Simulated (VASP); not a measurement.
# SiO2 (P4_12_12) in VASP: a series of runs

SiO2 is run at these levels: PBE; tasks: single point, relaxation of the atoms.

Everything below comes from runs of VASP 6.6.1. Logs are shortened: lines on timing, memory, paths and dates and some standing lists are left out, and cuts for length are marked.

## Step 1: The cell of the first run

Symmetry: P4_12_12, No. 92, tetragonal system. The conventional cell has a = 4.876 Å, b = 4.876 Å, c = 6.716 Å, α = 90.00°, β = 90.00°, γ = 90.00°. Si (site symmetry 2) has 4 O at 1.62 to 1.63 Å within 2.2 Å. O (site symmetry 1) has 2 Si at 1.62 to 1.63 Å within 2.2 Å.

## Step 2: Single point, PBE

Input file INCAR:

```
PREC = Accurate
ENCUT = 520
EDIFF = 1E-7
ISMEAR = -1
SIGMA = 0.02
LREAL = False
LASPH = True
NELM = 100
ALGO = Normal
ISIF = 2
LWAVE = False
LCHARG = False
GGA = PE
NBANDS = 44
```

Input file KPOINTS:

```
regular mesh
0
Gamma
  5 5 4
```

Input file POSCAR:

```
SiO2
1.0
    4.8757000000      0.0000000000      0.0000000000
    0.0000000000      4.8757000000      0.0000000000
    0.0000000000      0.0000000000      6.7163000000
Si O
4 8
Direct
    0.3153716663      0.3153716663      0.0000000000
    0.1846283337      0.8153716663      0.2500000000
    0.6846283337      0.6846283337      0.5000000000
    0.8153716663      0.1846283337      0.7500000000
    0.2321164999      0.1364779057      0.1952165159
    0.3635220943      0.7321164999      0.4452165159
    0.7678835001      0.8635220943      0.6952165159
    0.6364779057      0.2678835001      0.9452165159
    0.7321164999      0.3635220943      0.5547834841
    0.8635220943      0.7678835001      0.3047834841
    0.2678835001      0.6364779057      0.0547834841
    0.1364779057      0.2321164999      0.8047834841
```

Potentials or basis: VASP PAW PBE potentials, release 64 (Si, O).

Run with:

```sh
$ cat potpaw_PBE.64/Si/POTCAR potpaw_PBE.64/O/POTCAR > POTCAR
$ mpirun -np 1 vasp_std > vasp.out
```

OUTCAR:

```text
PREC = Accurate
   ENCUT = 520
   EDIFF = 1E-7
   ISMEAR = -1
   LREAL = False
   LASPH = True
   NELM = 100
   ISIF = 2
   GGA = PE

 ion  position               nearest neighbor table
   1  0.315  0.315  0.000-   8 1.62  11 1.62   5 1.63  12 1.63   2 3.03   4 3.03   2 3.03   4 3.03

   2  0.185  0.815  0.250-   5 1.62  10 1.62   6 1.63  11 1.63   1 3.03   3 3.03   1 3.03   3 3.03

   3  0.685  0.685  0.500-   6 1.62   9 1.62   7 1.63  10 1.63   2 3.03   4 3.03   4 3.03   2 3.03

   4  0.815  0.185  0.750-   7 1.62  12 1.62   9 1.63   8 1.63   1 3.03   3 3.03   3 3.03   1 3.03

   5  0.232  0.136  0.195-   2 1.62   1 1.63
   6  0.364  0.732  0.445-   3 1.62   2 1.63
   7  0.768  0.864  0.695-   4 1.62   3 1.63
   8  0.636  0.268  0.945-   1 1.62   4 1.63
   9  0.732  0.364  0.555-   3 1.62   4 1.63
  10  0.864  0.768  0.305-   2 1.62   3 1.63
  11  0.268  0.636  0.055-   1 1.62   2 1.63
  12  0.136  0.232  0.805-   4 1.62   1 1.63

  LATTYP: Found a simple tetragonal cell.
 ALAT       =     4.8757000000
 C/A-ratio  =     1.3775047685

  Lattice vectors:

 A1 = (   4.8757000000,   0.0000000000,   0.0000000000)
 A2 = (   0.0000000000,   4.8757000000,   0.0000000000)
 A3 = (   0.0000000000,   0.0000000000,   6.7163000000)

Analysis of symmetry for initial positions (statically):
=====================================================================
 Subroutine PRICEL returns:
 Original cell was already a primitive cell.

 Routine SETGRP: Setting up the symmetry group for a
 simple tetragonal supercell.

 Subroutine GETGRP returns: Found  8 space group operations
 (whereof  2 operations were pure point group operations)
 out of a pool of 16 trial point group operations.

The static configuration has the point symmetry C_2 .
 The point group associated with its full space group is D_4 .

Analysis of symmetry for dynamics (positions and initial velocities):
=====================================================================
 Subroutine PRICEL returns:
 Original cell was already a primitive cell.

 Routine SETGRP: Setting up the symmetry group for a
 simple tetragonal supercell.

 Subroutine GETGRP returns: Found  8 space group operations
 (whereof  2 operations were pure point group operations)
 out of a pool of 16 trial point group operations.

The dynamic configuration has the point symmetry C_2 .
 The point group associated with its full space group is D_4 .

 Subroutine INISYM returns: Found  8 space group operations
 (whereof  2 operations are pure point group operations),
 and found     1 'primitive' translations

----------------------------------------------------------------------------------------

                                     Primitive cell

  volume of cell :     159.6629

  direct lattice vectors                    reciprocal lattice vectors
     4.875700000  0.000000000  0.000000000     0.205098755  0.000000000  0.000000000
     0.000000000  4.875700000  0.000000000     0.000000000  0.205098755  0.000000000
     0.000000000  0.000000000  6.716300000     0.000000000  0.000000000  0.148891503

  length of vectors
     4.875700000  4.875700000  6.716300000     0.205098755  0.205098755  0.148891503

  position of ions in fractional coordinates (direct lattice)
     0.315371666  0.315371666  0.000000000
     0.184628334  0.815371666  0.250000000
     0.684628334  0.684628334  0.500000000
     0.815371666  0.184628334  0.750000000
     0.232116500  0.136477906  0.195216516
     0.363522094  0.732116500  0.445216516
     0.767883500  0.863522094  0.695216516
     0.636477906  0.267883500  0.945216516
     0.732116500  0.363522094  0.554783484
     0.863522094  0.767883500  0.304783484
     0.267883500  0.636477906  0.054783484
     0.136477906  0.232116500  0.804783484

  ion indices of the primitive-cell ions
   primitive index   ion index
                 1           1
                 2           2
                 3           3
                 4           4
                 5           5
                 6           6
                 7           7
                 8           8
                 9           9
                10          10
                11          11
                12          12

----------------------------------------------------------------------------------------

 KPOINTS: regular mesh

Automatic generation of k-mesh.
 Grid dimensions read from file:
 generate k-points for:    5    5    4

 Generating k-lattice:

  Cartesian coordinates                     Fractional coordinates (reciprocal lattice)
     0.041019751  0.000000000  0.000000000     0.200000000  0.000000000  0.000000000
     0.000000000  0.041019751  0.000000000     0.000000000  0.200000000  0.000000000
     0.000000000  0.000000000  0.037222876     0.000000000  0.000000000  0.250000000

  Length of vectors
     0.041019751  0.041019751  0.037222876

  Shift w.r.t. Gamma in fractional coordinates (k-lattice)
     0.000000000  0.000000000  0.000000000

 Subroutine IBZKPT returns following result:
 ===========================================

 Found     18 irreducible k-points:

 Following reciprocal coordinates:
            Coordinates               Weight
  0.000000  0.000000  0.000000      1.000000
  0.200000  0.000000  0.000000      4.000000
  0.400000  0.000000  0.000000      4.000000
  0.200000  0.200000  0.000000      4.000000
  0.400000  0.200000  0.000000      8.000000
  0.400000  0.400000  0.000000      4.000000
[... 10 lines left out ...]
  0.400000  0.200000  0.500000      8.000000
  0.400000  0.400000  0.500000      4.000000
   k-points           NKPTS =     18   k-points in BZ     NKDIM =     18   number of bands    NBANDS=     44
   number of dos      NEDOS =    301   number of ions     NIONS =     12
   total plane-waves  NPLWV =  64800
   dimension x,y,z NGX =    36 NGY =   36 NGZ =   50
   dimension x,y,z NGXF=    72 NGYF=   72 NGZF=  100
   ions per type =               4   8
   NGX,Y,Z   is equivalent  to a cutoff of  12.27, 12.27, 12.38 a.u.
   NGXF,Y,Z  is equivalent  to a cutoff of  24.55, 24.55, 24.75 a.u.
 SYSTEM =  unknown system
   PREC   = accura    normal or accurate (medium, high low for compatibility)
   ISTART =      0    job   : 0-new  1-cont  2-samecut
   ICHARG =      2    charge: 1-file 2-atom 10-const
   ISPIN  =      1    spin polarized calculation?
   LNONCOLLINEAR =      F non collinear calculations
   LSORBIT =      F    spin-orbit coupling
   LASPH  =      T    aspherical Exc in radial PAW
   ENCUT  =  520.0 eV  38.22 Ry    6.18 a.u.   9.07  9.07 12.49*2*pi/ulx,y,z
   NELM   =    100;   NELMIN=  2; NELMDL= -5     # of ELM steps
   EDIFF  = 0.1E-06   stopping-criterion for ELM
   LREAL  =      F    real-space projection
   EDIFFG = 0.1E-05   stopping-criterion for IOM
   NSW    =      0    number of steps for IOM
   IBRION =     -1    ionic relax: 0-MD 1-quasi-New 2-CG
   NFREE  =      0    steps in history (QN), initial steepest desc. (CG)
   ISIF   =      2    stress and relaxation
   ISYM   =      2    0-nonsym 1-usesym 2-fastsym
   POTIM  = 0.5000    time-step for ionic-motion
   TEBEG  =    0.0;   TEEND  =   0.0 temperature during run
   PSTRESS=    0.0 pullay stress
   NELECT =      64.0000    total number of electrons
   NUPDOWN=      -1.0000    fix difference up-down
   EMIN   =  10.00;   EMAX   =-10.00  energy-range for DOS
   EFERMI =   0.00;   METHOD = LEGACY
   ISMEAR =    -1;   SIGMA  =   0.02  broadening in eV -4-tet -1-fermi 0-gaus
   EFERMI_NEDOS =   21; number of points for ismear=-14 and -15
   IALGO  =     38    algorithm
   IMIX   =      4    mixing-type and parameters
     AMIX     =   0.40;   BMIX     =  1.00
     AMIX_MAG =   1.60;   BMIX_MAG =  1.00
  volume/ion in A,a.u.               =      13.31        89.79
  Fermi-wavevector in a.u.,A,eV,Ry     =   1.207073  2.281037 19.824026  1.457025
  Thomas-Fermi vector in A             =   2.342721
   LORBIT       =      0    0 simple, 1 ext, 2 COOP (PROOUT), +10 PAW based schemes
   GGA     = PE    functional components
   LHFCALC =     F    Hartree Fock is set to
   AEXX    =    0.0000 exact exchange contribution
   IVDW    =     0    specifies the selected vdW correction
   LEPSILON=     F    determine dielectric tensor
   LRPA    =     F    only Hartree local field effects (RPA)
 non-spin polarized calculation
  energy-cutoff  :      520.00
  volume of cell :      159.66
 maximum number of plane-waves:      4315
   NGX = 19   NGY = 19   NGZ = 25

 number of electron      64.0000021 magnetization

 Free energy of the ion-electron system (eV)
  ---------------------------------------------------
  ext. energy  EPLUGINS =         0.00000000
  ---------------------------------------------------
  free energy    TOTEN  =       -94.73161065 eV

  energy without entropy =      -94.73161065  energy(sigma->0) =      -94.73161065

 E-fermi :   1.1042     XC(G=0):  -8.8974

 val. band max:        0.6754090609   @ k =   0.0000   0.0000   0.0000
 cond. band min:       6.3923772954   @ k =   0.0000   0.0000   0.0000
 fundamental gap:      5.7169682345
 Fermi energy:         1.1041999673

 k-point     1 :       0.0000    0.0000    0.0000
  band No.  band energies     occupation
      1     -18.7534      2.00000
      2     -17.8205      2.00000
      3     -17.8205      2.00000
      4     -16.6847      2.00000
      5     -16.6010      2.00000
      6     -16.6010      2.00000
[... 36 lines left out ...]
     43      12.5007      0.00000
     44      12.6611      0.00000

 k-point     2 :       0.2000    0.0000    0.0000
  band No.  band energies     occupation
      1     -18.6643      2.00000
      2     -17.8999      2.00000
      3     -17.7210      2.00000
      4     -16.7442      2.00000
      5     -16.6923      2.00000
      6     -16.6308      2.00000
[... 36 lines left out ...]
     43      12.1583      0.00000
     44      12.4362      0.00000

 k-point     3 :       0.4000    0.0000    0.0000
  band No.  band energies     occupation
      1     -18.4261      2.00000
      2     -18.1285      2.00000
      3     -17.4470      2.00000
      4     -17.0766      2.00000
      5     -16.7034      2.00000
      6     -16.6884      2.00000
[... 36 lines left out ...]
     43      11.5806      0.00000
     44      12.1642      0.00000

 k-point     4 :       0.2000    0.2000    0.0000
  band No.  band energies     occupation
      1     -18.5745      2.00000
      2     -17.8069      2.00000
      3     -17.7948      2.00000
      4     -16.8477      2.00000
      5     -16.6990      2.00000
      6     -16.6348      2.00000
[... 600 lines left out ...]
     43      11.9036      0.00000
     44      11.9037      0.00000

 k-point    17 :       0.4000    0.2000    0.5000
  band No.  band energies     occupation
      1     -18.2050      2.00000
      2     -18.2050      2.00000
      3     -17.3382      2.00000
      4     -17.3382      2.00000
      5     -16.6821      2.00000
      6     -16.6821      2.00000
[... 36 lines left out ...]
     43      11.9007      0.00000
     44      11.9007      0.00000

 k-point    18 :       0.4000    0.4000    0.5000
  band No.  band energies     occupation
      1     -17.9884      2.00000
      2     -17.9884      2.00000
      3     -17.5398      2.00000
      4     -17.5398      2.00000
      5     -16.7001      2.00000
      6     -16.7001      2.00000
[... 36 lines left out ...]
     43      11.3204      0.00000
     44      11.3204      0.00000

------------------------ aborting loop because EDIFF is reached ----------------------------------------

  FORCE on cell =-STRESS in cart. coord.  units (eV):
  Direction    XX          YY          ZZ          XY          YZ          ZX
  --------------------------------------------------------------------------------------
  -------------------------------------------------------------------------------------
  Total        2.9998638      2.9998638      2.6480350      0.0000000      0.0000000      0.0000000
  in kB       30.1028828     30.1028828     26.5723680      0.0000000      0.0000000      0.0000000
  external PRESSURE =      28.9260445 kB  Pullay stress =       0.0000000 kB

 VOLUME and BASIS-vectors are now :
 -----------------------------------------------------------------------------
  energy-cutoff  :      520.00
  volume of cell :      159.66
      direct lattice vectors                 reciprocal lattice vectors
     4.875700000  0.000000000  0.000000000     0.205098755  0.000000000  0.000000000
     0.000000000  4.875700000  0.000000000     0.000000000  0.205098755  0.000000000
     0.000000000  0.000000000  6.716300000     0.000000000  0.000000000  0.148891503

 POSITION                                       TOTAL-FORCE (eV/Angst)
 -----------------------------------------------------------------------------------
      1.53766      1.53766      0.00000         0.032506      0.032506     -0.000000
      0.90019      3.97551      1.67908        -0.032506      0.032506     -0.000000
      3.33804      3.33804      3.35815        -0.032506     -0.032506     -0.000000
      3.97551      0.90019      5.03723         0.032506     -0.032506     -0.000000
      1.13173      0.66543      1.31113         0.004855     -0.002275     -0.007608
      1.77242      3.56958      2.99021         0.002275      0.004855     -0.007608
      3.74397      4.21027      4.66928        -0.004855      0.002275     -0.007608
      3.10328      1.30612      6.34836        -0.002275     -0.004855     -0.007608
      3.56958      1.77242      3.72609         0.004855      0.002275      0.007608
      4.21027      3.74397      2.04702         0.002275     -0.004855      0.007608
      1.30612      3.10328      0.36794        -0.004855     -0.002275      0.007608
      0.66543      1.13173      5.40517        -0.002275      0.004855      0.007608
 -----------------------------------------------------------------------------------
    total drift:                                0.000001     -0.000001     -0.000000

  FREE ENERGIE OF THE ION-ELECTRON SYSTEM (eV)
  ---------------------------------------------------
  free  energy   TOTEN  =       -94.7316106467 eV

  energy  without entropy=      -94.7316106467  energy(sigma->0) =      -94.73161065
```

It took 3 min on 1 thread of Intel Xeon 8259CL, shared host; peak memory 0.28 GiB.

What came out:

```
Free energy            : -94.7316 eV
Pressure               : 2.9 GPa
Largest force          : 0.046 eV/Å
Band gap on the k mesh : 5.72 eV
```

Forces in eV/Å, atoms in the order of the input:
```
Si   0.033  0.033  0.000
Si  -0.033  0.033  0.000
Si  -0.033 -0.033  0.000
Si   0.033 -0.033  0.000
O    0.005 -0.002 -0.008
O    0.002  0.005 -0.008
O   -0.005  0.002 -0.008
O   -0.002 -0.005 -0.008
O    0.005  0.002  0.008
O    0.002 -0.005  0.008
O   -0.005 -0.002  0.008
O   -0.002  0.005  0.008
```

Levels at points of the mesh, in eV from the valence-band top:
| k point | band 30 | band 31 | band 32 | band 33 | band 34 | band 35 |
| --- | --- | --- | --- | --- | --- | --- |
| (0.00, 0.00, 0.00) | -0.46 | -0.46 | 0.00 | 5.72 | 8.82 | 8.82 |
| (0.00, 0.00, 0.50) | -0.65 | -0.37 | -0.37 | 7.09 | 7.09 | 9.21 |

Caveat: an odd mesh through Γ misses points on the zone boundary, where band edges can lie.

[end of part 1 of 2]
